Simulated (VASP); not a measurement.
Crystal: C2N.

```
CELL_PARAMETERS angstrom
6.18761 0.00000 0.00000
-3.09381 5.35863 0.00000
0.00000 0.00000 2.49713
ATOMIC_POSITIONS crystal
C 0.66667 0.33333 0.25000
C 0.33333 0.66667 0.75000
C 0.00000 0.00000 0.00000
C 0.00000 0.00000 0.50000
N 0.66667 0.33333 0.75000
N 0.33333 0.66667 0.25000
```

The cell was generated, and may not be a known phase.

| Quantity | Value |
| --- | --- |
| Program | VASP 6.6.1 |
| Task | relaxation of cell and atoms |
| Functional | PBE |
| Potentials or basis | VASP PAW PBE potentials, release 64 (C, N) |
| Cutoff | 600 eV |
| k mesh | 6 × 6 × 14 |
| Occupations | gaussian, width 0.1 eV |
| Spin | no spin polarisation |

At the start: pressure -0.4 GPa; volume 13.80 Å³/atom.

Problem. Where does the relaxation end?

Solution. Over 11 steps the energy falls by 2.5 meV/atom and the volume is 15.47 Å³/atom (+12.1 %); space group P6_3/mmc (No. 194, to 0.1 Å) before and after.

Step by step:
```csv
step,energy change (eV),largest force (eV/Å),pressure (GPa),volume (Å³)
1,0.0000,0.0000,-0.37,82.80
2,0.0225,0.0000,4.43,82.41
3,-0.0010,0.0000,0.44,82.73
4,-0.0021,0.0000,0.41,83.08
5,-0.0051,0.0000,0.37,84.13
6,-0.0097,0.0000,0.28,86.25
7,-0.0144,0.0000,0.14,90.56
8,-0.0149,0.0000,0.09,92.47
9,-0.0149,0.0000,0.07,92.81
10,-0.0027,0.0000,-2.50,93.35
11,-0.0149,0.0000,0.00,92.82
```

Final structure:
```yaml
crystal:
  lattice:
    - [6.55525, 0.00000, 0.00000]
    - [-3.27762, 5.67701, 0.00000]
    - [0.00000, 0.00000, 2.49428]
  atoms:
    - { symbol: C, position: [0.66667, 0.33333, 0.25000] }
    - { symbol: C, position: [0.33333, 0.66667, 0.75000] }
    - { symbol: C, position: [0.00000, 0.00000, 0.00000] }
    - { symbol: C, position: [0.00000, 0.00000, 0.50000] }
    - { symbol: N, position: [0.66667, 0.33333, 0.75000] }
    - { symbol: N, position: [0.33333, 0.66667, 0.25000] }
```

Caveat: the highest band is partly filled, so the run has too few bands.
